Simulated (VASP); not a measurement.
Wanted: the native input for a VASP 6.6.1 run.

* Task: single point
* Functional: PBE
* Dispersion: D3(BJ)
* Potentials or basis: VASP PAW PBE potentials, release 64 (B, N)
* Cutoff: 520 eV
* k mesh: 12 × 12 × 4
* Occupations: gaussian, width 0.05 eV
* Spin: no spin polarisation
* Dipole correction: no
* Further INCAR settings: ALGO = Normal; EDIFF = 1e-06; NBANDS = 16

The structure of BN lies in POSCAR:

```
BN
1.0
    2.3059230574      0.0000000000      0.0000000000
   -1.1529615287      1.9969879469      0.0000000000
    0.0000000000      0.0000000000      6.0874991034
B N
2 2
Direct
    0.3333333333      0.6666666667      0.2500000000
    0.6666666667      0.3333333333      0.7500000000
    0.3333333333      0.6666666667      0.7500000000
    0.6666666667      0.3333333333      0.2500000000
```

This cell differs from its parent crystal: strain -0.080 along x and y, -0.080 along z.

These files were run (other wordings do the same):

INCAR

```
SYSTEM = BN
  ALGO = Normal
  EDIFF = 1E-6
  ENCUT = 520
  GGA = PE
  ISIF = 2
  ISMEAR = 0
  IVDW = 12
  LASPH = .True.
  LCHARG = .False.
  LREAL = .False.
  LWAVE = .False.
  NBANDS = 16
  NELM = 60
  PREC = Accurate
  SIGMA = 0.05
```

KPOINTS

```
k-points
0
Gamma
  12 12 4
  0 0 0
```

Potentials or basis: VASP PAW PBE potentials, release 64 (B, N).

Launch:

```console
$ cat potpaw_PBE.64/B/POTCAR potpaw_PBE.64/N/POTCAR > POTCAR
$ mpirun -np 1 vasp_std > vasp.out
```

It gave:

* Pressure: 94.9 GPa
* Band gap on the k mesh: 4.46 eV, indirect (least direct gap 4.99 eV)
* Dispersion energy per atom: -0.175 eV

Caveat: the cell differs from its parent crystal (strain -0.080 along x and y, -0.080 along z).

Wall time 13 s on 1 thread of AMD EPYC 9R45 96-Core Processor (Zen 5), with other jobs on the host, peak memory 0.13 GiB.
